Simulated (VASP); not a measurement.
# HgTe (NiAs type) (P6_3/mmc) in VASP: further runs

HgTe (NiAs type) is run at these levels: PBE; tasks: single point.

Program: VASP 6.6.1. These are calculated values, not measurements. Logs are shortened: lines on timing, memory, paths and dates and some standing lists are left out, and cuts for length are marked.

### Step 1. The cell of the first run

The structure is hexagonal, space group P6_3/mmc (No. 194). Conventional cell: a = 4.274 Å, b = 4.274 Å, c = 7.451 Å, α = 90.00°, β = 90.00°, γ = 120.00°. Within 4.1 Å of Hg (site symmetry -3m) lie 6 Te at 3.09 Å and 2 Hg at 3.73 Å. Within 4.1 Å of Te (site symmetry -6m2) lie 6 Hg at 3.09 Å.

### Step 2. Single point, PBE

Input file INCAR:

```
SYSTEM = HgTe
PREC     = Accurate       ! precision mode
ENCUT    = 520            ! plane-wave cutoff, eV
EDIFF    = 1E-7           ! SCF threshold, eV
ISMEAR   = -1             ! smearing method
SIGMA    = 0.1            ! smearing width, eV
LREAL    = .False.        ! projectors in reciprocal space
LASPH    = .True.         ! aspherical terms in the spheres
NELM     = 80             ! most SCF steps
ALGO     = Normal         ! electronic algorithm
ISIF     = 2              ! what is computed and relaxed
LWAVE    = .False.        ! write WAVECAR
LCHARG   = .False.        ! write CHGCAR
GGA      = PE             ! functional
NBANDS   = 26             ! bands
```

Input file KPOINTS:

```
Automatic mesh
0
Gamma
  9 9 5
  0 0 0
```

Input file POSCAR:

```
HgTe
1.0
    4.2742098589      0.0000000000      0.0000000000
   -2.1371049295      3.7015743189      0.0000000000
    0.0000000000      0.0000000000      7.4514833938
Hg Te
2 2
Direct
    0.0000000000      0.0000000000      0.0000000000
    0.0000000000      0.0000000000      0.5000000000
    0.3333333333      0.6666666667      0.2500000000
    0.6666666667      0.3333333333      0.7500000000
```

Potentials or basis: VASP PAW PBE potentials, release 64 (Hg, Te).

The run is started by

```bash
> cat potpaw_PBE.64/Hg/POTCAR potpaw_PBE.64/Te/POTCAR > POTCAR
> mpirun -np 1 vasp_std > vasp.out
```

OUTCAR:

```text
SYSTEM = HgTe
   PREC = Accurate
   ENCUT = 520
   EDIFF = 1E-7
   ISMEAR = -1
   LREAL = .False.
   LASPH = .True.
   NELM = 80
   ISIF = 2
   GGA = PE

 ion  position               nearest neighbor table
   1  0.000  0.000  0.000-   3 3.09   4 3.09   4 3.09   3 3.09   4 3.09   3 3.09   2 3.73   2 3.73

   2  0.000  0.000  0.500-   3 3.09   4 3.09   4 3.09   3 3.09   4 3.09   3 3.09   1 3.73   1 3.73

   3  0.333  0.667  0.250-   1 3.09   2 3.09   1 3.09   2 3.09   1 3.09   2 3.09
   4  0.667  0.333  0.750-   1 3.09   2 3.09   1 3.09   2 3.09   1 3.09   2 3.09

  LATTYP: Found a hexagonal cell.
 ALAT       =     4.2742098589
 C/A-ratio  =     1.7433592734

  Lattice vectors:

 A1 = (   4.2742098589,   0.0000000000,   0.0000000000)
 A2 = (  -2.1371049295,   3.7015743189,   0.0000000000)
 A3 = (   0.0000000000,   0.0000000000,   7.4514833938)

Analysis of symmetry for initial positions (statically):
=====================================================================
 Subroutine PRICEL returns:
 Original cell was already a primitive cell.

 Routine SETGRP: Setting up the symmetry group for a
 hexagonal supercell.

 Subroutine GETGRP returns: Found 24 space group operations
 (whereof 12 operations were pure point group operations)
 out of a pool of 24 trial point group operations.

The static configuration has the point symmetry D_3d.
 The point group associated with its full space group is D_6h.

Analysis of symmetry for dynamics (positions and initial velocities):
=====================================================================
 Subroutine PRICEL returns:
 Original cell was already a primitive cell.

 Routine SETGRP: Setting up the symmetry group for a
 hexagonal supercell.

 Subroutine GETGRP returns: Found 24 space group operations
 (whereof 12 operations were pure point group operations)
 out of a pool of 24 trial point group operations.

The dynamic configuration has the point symmetry D_3d.
 The point group associated with its full space group is D_6h.

 Subroutine INISYM returns: Found 24 space group operations
 (whereof 12 operations are pure point group operations),
 and found     1 'primitive' translations

----------------------------------------------------------------------------------------

                                     Primitive cell

  volume of cell :     117.8922

  direct lattice vectors                    reciprocal lattice vectors
     4.274209859  0.000000000  0.000000000     0.233961371  0.135077661  0.000000000
    -2.137104929  3.701574319  0.000000000     0.000000000  0.270155321  0.000000000
     0.000000000  0.000000000  7.451483394     0.000000000  0.000000000  0.134201467

  length of vectors
     4.274209859  4.274209859  7.451483394     0.270155321  0.270155321  0.134201467

  position of ions in fractional coordinates (direct lattice)
     0.000000000  0.000000000  0.000000000
     0.000000000  0.000000000  0.500000000
     0.333333333  0.666666667  0.250000000
     0.666666667  0.333333333  0.750000000

  ion indices of the primitive-cell ions
   primitive index   ion index
                 1           1
                 2           2
                 3           3
                 4           4

----------------------------------------------------------------------------------------

 KPOINTS: Automatic mesh

Automatic generation of k-mesh.
 Grid dimensions read from file:
 generate k-points for:    9    9    5

 Generating k-lattice:

  Cartesian coordinates                     Fractional coordinates (reciprocal lattice)
     0.025995708  0.015008629  0.000000000     0.111111111  0.000000000  0.000000000
     0.000000000  0.030017258  0.000000000     0.000000000  0.111111111  0.000000000
     0.000000000  0.000000000  0.026840293     0.000000000  0.000000000  0.200000000

  Length of vectors
     0.030017258  0.030017258  0.026840293

  Shift w.r.t. Gamma in fractional coordinates (k-lattice)
     0.000000000  0.000000000  0.000000000

 Subroutine IBZKPT returns following result:
 ===========================================

 Found     36 irreducible k-points:

 Following reciprocal coordinates:
            Coordinates               Weight
  0.000000  0.000000  0.000000      1.000000
  0.111111 -0.000000  0.000000      6.000000
  0.222222 -0.000000  0.000000      6.000000
  0.333333 -0.000000  0.000000      6.000000
  0.444444 -0.000000  0.000000      6.000000
  0.111111  0.111111  0.000000      6.000000
[... 16 lines left out ...]
  0.333333  0.222222  0.200000     24.000000
  0.333333  0.333333  0.200000      4.000000
 [... further k-points ...]
   k-points           NKPTS =     36   k-points in BZ     NKDIM =     36   number of bands    NBANDS=     26
   number of dos      NEDOS =    301   number of ions     NIONS =      4
   total plane-waves  NPLWV =  57344
   dimension x,y,z NGX =    32 NGY =   32 NGZ =   56
   dimension x,y,z NGXF=    64 NGYF=   64 NGZF=  112
   ions per type =               2   2
   NGX,Y,Z   is equivalent  to a cutoff of  12.45, 12.45, 12.49 a.u.
   NGXF,Y,Z  is equivalent  to a cutoff of  24.89, 24.89, 24.99 a.u.
 SYSTEM =  HgTe
   PREC   = accura    normal or accurate (medium, high low for compatibility)
   ISTART =      0    job   : 0-new  1-cont  2-samecut
   ICHARG =      2    charge: 1-file 2-atom 10-const
   ISPIN  =      1    spin polarized calculation?
   LNONCOLLINEAR =      F non collinear calculations
   LSORBIT =      F    spin-orbit coupling
   LASPH  =      T    aspherical Exc in radial PAW
   ENCUT  =  520.0 eV  38.22 Ry    6.18 a.u.   7.95  7.95 13.85*2*pi/ulx,y,z
   NELM   =     80;   NELMIN=  2; NELMDL= -5     # of ELM steps
   EDIFF  = 0.1E-06   stopping-criterion for ELM
   LREAL  =      F    real-space projection
   EDIFFG = 0.1E-05   stopping-criterion for IOM
   NSW    =      0    number of steps for IOM
   IBRION =     -1    ionic relax: 0-MD 1-quasi-New 2-CG
   NFREE  =      0    steps in history (QN), initial steepest desc. (CG)
   ISIF   =      2    stress and relaxation
   ISYM   =      2    0-nonsym 1-usesym 2-fastsym
   POTIM  = 0.5000    time-step for ionic-motion
   TEBEG  =    0.0;   TEEND  =   0.0 temperature during run
   PSTRESS=    0.0 pullay stress
   NELECT =      36.0000    total number of electrons
   NUPDOWN=      -1.0000    fix difference up-down
   EMIN   =  10.00;   EMAX   =-10.00  energy-range for DOS
   EFERMI =   0.00;   METHOD = LEGACY
   ISMEAR =    -1;   SIGMA  =   0.10  broadening in eV -4-tet -1-fermi 0-gaus
   EFERMI_NEDOS =   21; number of points for ismear=-14 and -15
   IALGO  =     38    algorithm
   IMIX   =      4    mixing-type and parameters
     AMIX     =   0.40;   BMIX     =  1.00
     AMIX_MAG =   1.60;   BMIX_MAG =  1.00
  volume/ion in A,a.u.               =      29.47       198.89
  Fermi-wavevector in a.u.,A,eV,Ry     =   1.102421  2.083273 16.535584  1.215331
  Thomas-Fermi vector in A             =   2.238863
   LORBIT       =      0    0 simple, 1 ext, 2 COOP (PROOUT), +10 PAW based schemes
   GGA     = PE    functional components
   LHFCALC =     F    Hartree Fock is set to
   AEXX    =    0.0000 exact exchange contribution
   IVDW    =     0    specifies the selected vdW correction
   LEPSILON=     F    determine dielectric tensor
   LRPA    =     F    only Hartree local field effects (RPA)
 non-spin polarized calculation
  energy-cutoff  :      520.00
  volume of cell :      117.89
 maximum number of plane-waves:      3216
 NGX is ok and might be reduce to    32
   NGX = 15   NGY = 15   NGZ = 27

 number of electron      36.0000004 magnetization

 Free energy of the ion-electron system (eV)
  ---------------------------------------------------
  ext. energy  EPLUGINS =         0.00000000
  ---------------------------------------------------
  free energy    TOTEN  =        -6.51870997 eV

  energy without entropy =       -6.46187016  energy(sigma->0) =       -6.49029007

 E-fermi :   4.0194     XC(G=0):  -9.6846

 val. band max:        3.9887112435   @ k =   0.3333  -0.0000   0.2000
 cond. band min:       4.0575038165   @ k =   0.0000   0.0000   0.4000
 fundamental gap:      0.0687925731
 Fermi energy:         4.0193890922

 k-point     1 :       0.0000    0.0000    0.0000
  band No.  band energies     occupation
      1      -7.8132      2.00000
      2      -6.8147      2.00000
      3      -2.8677      2.00000
      4      -2.8677      2.00000
      5      -2.8615      2.00000
      6      -2.7696      2.00000
[... 18 lines left out ...]
     25      10.2248      0.00000
     26      11.0625      0.00000

 k-point     2 :       0.1111   -0.0000    0.0000
  band No.  band energies     occupation
      1      -7.7205      2.00000
      2      -6.8039      2.00000
      3      -2.8596      2.00000
      4      -2.7964      2.00000
      5      -2.7765      2.00000
      6      -2.7616      2.00000
[... 18 lines left out ...]
     25      10.5613      0.00000
     26      10.8271      0.00000

 k-point     3 :       0.2222   -0.0000    0.0000
  band No.  band energies     occupation
      1      -7.4633      2.00000
      2      -6.7756      2.00000
      3      -2.8529      2.00000
      4      -2.7698      2.00000
      5      -2.7280      2.00000
      6      -2.6043      2.00000
[... 18 lines left out ...]
     25      10.2449      0.00000
     26      10.5293      0.00000

 k-point     4 :       0.3333   -0.0000    0.0000
  band No.  band energies     occupation
      1      -7.1212      2.00000
      2      -6.7347      2.00000
      3      -2.8662      2.00000
      4      -2.8404      2.00000
      5      -2.8296      2.00000
      6      -2.6580      2.00000
[... 18 lines left out ...]
     25      10.8937      0.00000
     26      11.7801      0.00000
[... 496 lines left out ...]
      1      -6.9254      2.00000
      2      -6.7426      2.00000
      3      -2.9030      2.00000
      4      -2.7983      2.00000
      5      -2.6628      2.00000
      6      -2.6597      2.00000
[... 18 lines left out ...]
     25      10.5385      0.00000
     26      10.9391      0.00000

 k-point    23 :       0.3333    0.2222    0.2000
  band No.  band energies     occupation
      1      -6.7434      2.00000
      2      -6.6844      2.00000
      3      -2.9019      2.00000
      4      -2.8389      2.00000
      5      -2.6875      2.00000
      6      -2.6442      2.00000
[... 18 lines left out ...]
     25      10.8056      0.00000
     26      11.4024      0.00000

 k-point    24 :       0.3333    0.3333    0.2000
  band No.  band energies     occupation
      1      -6.6721      2.00000
      2      -6.6721      2.00000
      3      -2.8542      2.00000
      4      -2.7904      2.00000
      5      -2.7904      2.00000
      6      -2.5901      2.00000
[... 18 lines left out ...]
     25      11.2621      0.00000
     26      11.2621      0.00000

 [... further k-points ...]

------------------------ aborting loop because EDIFF is reached ----------------------------------------

  FORCE on cell =-STRESS in cart. coord.  units (eV):
  Direction    XX          YY          ZZ          XY          YZ          ZX
  --------------------------------------------------------------------------------------
  -------------------------------------------------------------------------------------
  Total        0.0519690      0.0519690      0.0914973     -0.0000000     -0.0000000      0.0000000
  in kB        0.7062689      0.7062689      1.2434655     -0.0000000     -0.0000000      0.0000000
  external PRESSURE =       0.8853344 kB  Pullay stress =       0.0000000 kB

 VOLUME and BASIS-vectors are now :
 -----------------------------------------------------------------------------
  energy-cutoff  :      520.00
  volume of cell :      117.89
      direct lattice vectors                 reciprocal lattice vectors
     4.274209859  0.000000000  0.000000000     0.233961371  0.135077661  0.000000000
    -2.137104929  3.701574319  0.000000000     0.000000000  0.270155321  0.000000000
     0.000000000  0.000000000  7.451483394     0.000000000  0.000000000  0.134201467

 POSITION                                       TOTAL-FORCE (eV/Angst)
 -----------------------------------------------------------------------------------
      0.00000      0.00000      0.00000         0.000000      0.000000     -0.000000
      0.00000      0.00000      3.72574         0.000000      0.000000     -0.000000
     -0.00000      2.46772      1.86287        -0.000000      0.000000      0.000000
      2.13710      1.23386      5.58861         0.000000     -0.000000      0.000000
 -----------------------------------------------------------------------------------
    total drift:                                0.000000     -0.000000      0.000000

  FREE ENERGIE OF THE ION-ELECTRON SYSTEM (eV)
  ---------------------------------------------------
  free  energy   TOTEN  =        -6.5187099724 eV

  energy  without entropy=       -6.4618701613  energy(sigma->0) =       -6.49029007
```

Run time: 34 s. Hardware: 1 thread of Intel Xeon 6975P-C (Granite Rapids), shared host; peak memory 0.29 GiB.

What came out:

```yaml
Free_energy: -6.5187 eV
Pressure: 0.1 GPa
Band_gap_on_the_k_mesh: zero (bands 18 and 19 overlap by 2.22 eV)
```

Levels at points of the mesh, in eV from the Fermi level:
| k point | band 16 | band 17 | band 18 | band 19 | band 20 | band 21 |
| --- | --- | --- | --- | --- | --- | --- |
| (0.00, 0.00, 0.00) | -0.55 | -0.55 | 0.33 | 0.33 | 2.81 | 4.32 |

Caveat: spin-orbit coupling is left out, which moves the levels of the heavy elements.

### Step 3. Single point, PBE

Input file INCAR:

```
SYSTEM = HgTe
ALGO     = Normal         ! electronic algorithm
EDIFF    = 1E-6           ! SCF threshold, eV
ENCUT    = 520            ! plane-wave cutoff, eV
GGA      = PE             ! functional
ISIF     = 2              ! what is computed and relaxed
ISMEAR   = -1             ! smearing method
LASPH    = .TRUE.         ! aspherical terms in the spheres
LCHARG   = .FALSE.        ! write CHGCAR
LREAL    = .FALSE.        ! projectors in reciprocal space
LWAVE    = .FALSE.        ! write WAVECAR
NBANDS   = 26             ! bands
NELM     = 60             ! most SCF steps
PREC     = Accurate       ! precision mode
SIGMA    = 0.1            ! smearing width, eV
```

Input file KPOINTS:

```
k-points
0
G
  9 9 5
  0 0 0
```

Changes to POSCAR since step 2:

```diff
@@ -3,3 +3,3 @@
     4.2742098589      0.0000000000      0.0000000000
-   -2.1371049295      3.7015743189      0.0000000000
+   -2.1371049294      3.7015743189      0.0000000000
     0.0000000000      0.0000000000      7.4514833938
```

Potentials or basis: VASP PAW PBE potentials, release 64 (Hg, Te).

The run is started by

```bash
> cat potpaw_PBE.64/Hg/POTCAR potpaw_PBE.64/Te/POTCAR > POTCAR
> mpirun -np 1 vasp_std > vasp.out
```

It took 33 s on 1 thread of Intel Xeon 6975P-C (Granite Rapids), shared host; peak memory 0.29 GiB.

It converged, with:

| Quantity | Value |
| --- | --- |
| Free energy | -6.5187 eV |
| Pressure | 0.1 GPa |
| Band gap on the k mesh | zero (bands 18 and 19 overlap by 2.22 eV) |

Levels at points of the mesh, in eV from the Fermi level:
| k point | band 15 | band 16 | band 17 | band 18 | band 19 | band 20 | band 21 | band 22 |
| --- | --- | --- | --- | --- | --- | --- | --- | --- |
| (0.00, 0.00, 0.00) | -1.02 | -0.55 | -0.55 | 0.33 | 0.33 | 2.81 | 4.32 | 5.10 |

Caveat: spin-orbit coupling is left out, which moves the levels of the heavy elements.
